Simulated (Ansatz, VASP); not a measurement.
# One calculation of CoSi3, two programs

Contents of INCAR:

```
  PREC = Accurate
  ENCUT = 520
  EDIFF = 1E-6
  ISMEAR = 0
  SIGMA = 0.1
  LREAL = False
  LASPH = True
  NELM = 150
  ALGO = Normal
  ISIF = 2
  LWAVE = False
  LCHARG = False
  ISPIN = 2
  MAGMOM = 0 0 0 2
  LORBIT = 11
  LMAXMIX = 4
  GGA = PE
  NBANDS = 22
```

File KPOINTS:

```
regular mesh
0
Gamma
  12 12 12
```

File POSCAR:

```
CoSi3
1.0
    0.0000000000      2.7369936387      2.7369936387
    2.7369936387      0.0000000000      2.7369936387
    2.7369936387      2.7369936387      0.0000000000
Si Co
3 1
Direct
    0.2500000000      0.2500000000      0.2500000000
    0.7500000000      0.7500000000      0.7500000000
    0.5000000000      0.5000000000      0.5000000000
    0.0000000000      0.0000000000      0.0000000000
```

Input for Ansatz:

```yaml
crystal:
  lattice:
    - [0.0, 2.7369936387, 2.7369936387]
    - [2.7369936387, 0.0, 2.7369936387]
    - [2.7369936387, 2.7369936387, 0.0]
  atoms:
    - { symbol: Si, position: [0.25, 0.25, 0.25] }
    - { symbol: Si, position: [0.75, 0.75, 0.75] }
    - { symbol: Si, position: [0.5, 0.5, 0.5] }
    - { symbol: Co, position: [0.0, 0.0, 0.0], spin: 2.0 }
basis:
  ecutwfc: 420
kpoints:
  mp_grid: { grid: [12, 12, 12] }
hamiltonian:
  xc: pbe
scf:
  occupations: { method: gaussian, width: 0.1 }
  lower_state_search: "off"
output:
  forces: true
  stress: true
  eigenvalues: true
  populations: true
magnetization:
  spin_polarized: true
```

Alike in both runs: task single point; functional PBE; k mesh 12 × 12 × 12; occupations gaussian, width 0.1 eV; collinear spin.

```csv
,VASP,Ansatz
version,VASP 6.6.1,Ansatz 0.2.0
potentials or method,"VASP PAW PBE potentials, release 64 (Si, Co), cutoff 520 eV","scalar-relativistic, plane waves, PAW"
valence electrons in the cell,21,29
```

Ansatz gave:

- gap on the k mesh at the Fermi level (eV): none
- net moment per atom (μB): 0.10
- size of the moment on the site where the two differ most (μB): 0.33

Question: What did VASP give for the same quantities?

Answer: gap on the k mesh at the Fermi level (eV): none; net moment per atom (μB): 0.09; size of the moment on the site where the two differ most (μB): 0.31.

Site moments also hang on the region over which each program counts them. A gap of «none» marks a metal or a gap that the smearing closes. With one functional, cell and mesh, what is left measures potentials, basis and numerics. VASP's potentials hold 21 valence electrons a cell and Ansatz's 29, so a difference there can come from the potentials and not from the codes.
